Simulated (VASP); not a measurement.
Set up this calculation in VASP 6.6.1, as the native input.

* Task: single point
* Functional: PBE
* Potentials or basis: VASP PAW PBE potentials, release 64 (Ni, O)
* Cutoff: 520 eV
* k mesh: 10 × 18 × 14
* Occupations: gaussian, width 0.1 eV
* Spin: no spin polarisation
* Dipole correction: no
* k mesh for the DOS: 15 × 27 × 21
* Occupations for the DOS: tetrahedron
* Further INCAR settings: ALGO = Normal; EDIFF = 1e-07

Crystal: NiO.

```
CELL_PARAMETERS angstrom
4.93680 0.00000 0.00000
0.00000 2.64153 0.00000
0.00000 0.00000 3.69292
ATOMIC_POSITIONS crystal
Ni 0.00000 0.00000 0.00000
Ni 0.50000 0.00000 0.00000
O 0.75000 0.50000 0.16828
O 0.25000 0.50000 0.83172
```

The input as run:

POSCAR

```
NiO
1.0
    4.9367993841      0.0000000000      0.0000000000
    0.0000000000      2.6415287464      0.0000000000
    0.0000000000      0.0000000000      3.6929249362
Ni O
2 2
Direct
    0.0000000000      0.0000000000      0.0000000000
    0.5000000000      0.0000000000      0.0000000000
    0.7500000000      0.5000000000      0.1682796906
    0.2500000000      0.5000000000      0.8317203094
```

INCAR.step1

```
SYSTEM = NiO
  PREC = Accurate
  ENCUT = 520
  EDIFF = 1E-7
  ISMEAR = 0
  SIGMA = 0.1
  LREAL = .False.
  LASPH = .True.
  NELM = 60
  ALGO = Normal
  ISIF = 2
  LWAVE = .False.
  LCHARG = .True.
  LMAXMIX = 4
  GGA = PE
  NBANDS = 24
```

KPOINTS.step1

```
regular mesh
0
Gamma
  10 18 14
  0 0 0
```

INCAR.step2

```
SYSTEM = NiO
  PREC = Accurate
  ENCUT = 520
  EDIFF = 1E-7
  ISMEAR = -5
  SIGMA = 0.1
  LREAL = .False.
  LASPH = .True.
  NELM = 60
  ALGO = Normal
  ISIF = 2
  LWAVE = .False.
  LCHARG = .False.
  LMAXMIX = 4
  GGA = PE
  LORBIT = 10
  NEDOS = 1001
  ICHARG = 11
```

KPOINTS.step2

```
regular mesh
0
Gamma
  15 27 21
  0 0 0
```

Potentials or basis: VASP PAW PBE potentials, release 64 (Ni, O).

Command:

```console
$ cat potpaw_PBE.64/Ni/POTCAR potpaw_PBE.64/O/POTCAR > POTCAR
$ cp INCAR.step1 INCAR
$ cp KPOINTS.step1 KPOINTS
$ mpirun -np 1 vasp_std > vasp.out
$ cp INCAR.step2 INCAR
$ cp KPOINTS.step2 KPOINTS
$ mpirun -np 1 vasp_std > vasp.out
```

Results of the run:

- Valence electrons inside the program's atomic spheres: Ni 9.31; O 4.96

Caveat: the run has no spin polarisation, though such a crystal can be magnetic.

Wall time 33 min on 1 thread of AMD EPYC 7571, with other jobs on the host, peak memory 1.1 GiB.
